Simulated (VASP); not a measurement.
Crystal: Si4Cl.

```
Si Cl
1.0
     4.31882    0.00000    0.00000
    -2.15941    3.74021    0.00000
     0.00000    0.00000    6.65440
Si Cl
4 1
Direct
  0.33333 0.66667 0.00000
  0.66667 0.33333 0.00000
  0.00000 0.00000 0.73266
  0.00000 0.00000 0.26734
  0.00000 0.00000 0.50000
```

```yaml
Program: VASP 6.6.1
Task: relaxation of cell and atoms
Functional: PBE
Potentials_or_basis: VASP PAW PBE potentials, release 64 (Si, Cl)
Cutoff: 600 eV
k_mesh: 6 × 6 × 4
Occupations: gaussian, width 0.1 eV
Spin: no spin polarisation
```

At the start: pressure 43.0 GPa; volume 21.50 Å³/atom.

Task: Where does the relaxation end?

Result: Over 14 steps the energy falls by 2929.0 meV/atom and the volume is 22.39 Å³/atom (+4.2 %); space group P6/mmm (No. 191, to 0.05 Å).

The path:
```csv
step,energy change (eV),largest force (eV/Å),pressure (GPa),volume (Å³)
1,0.0000,31.5150,42.95,107.49
2,54.5364,183.4216,54.26,192.89
3,-10.5779,8.8534,4.73,147.50
4,-11.2259,7.2397,2.87,144.26
5,-13.8269,3.1312,-2.94,126.06
6,-14.5118,0.9586,-2.04,116.82
7,-14.5191,0.4525,-1.50,115.27
8,-14.5215,0.6625,-1.73,115.89
9,-14.5216,0.6068,-1.67,115.72
10,-14.6408,0.0893,-0.21,112.39
11,-14.6445,0.0299,0.13,111.76
12,-14.6446,0.0224,0.19,111.63
13,-14.6446,0.0183,0.24,111.54
14,-14.6450,0.0071,0.05,111.97
```

Final structure:
```
Si Cl
1.0
     4.18909    0.00000    0.00000
    -2.09455    3.62786    0.00000
     0.00000    0.00000    7.36764
Si Cl
4 1
Direct
  0.33333 0.66667 0.00000
  0.66667 0.33333 0.00000
  0.00000 0.00000 0.82692
  0.00000 0.00000 0.17308
  0.00000 0.00000 0.50000
```

Caveat: an odd number of electrons without spin polarisation forces a metal; a magnetic or distorted state may lie lower.
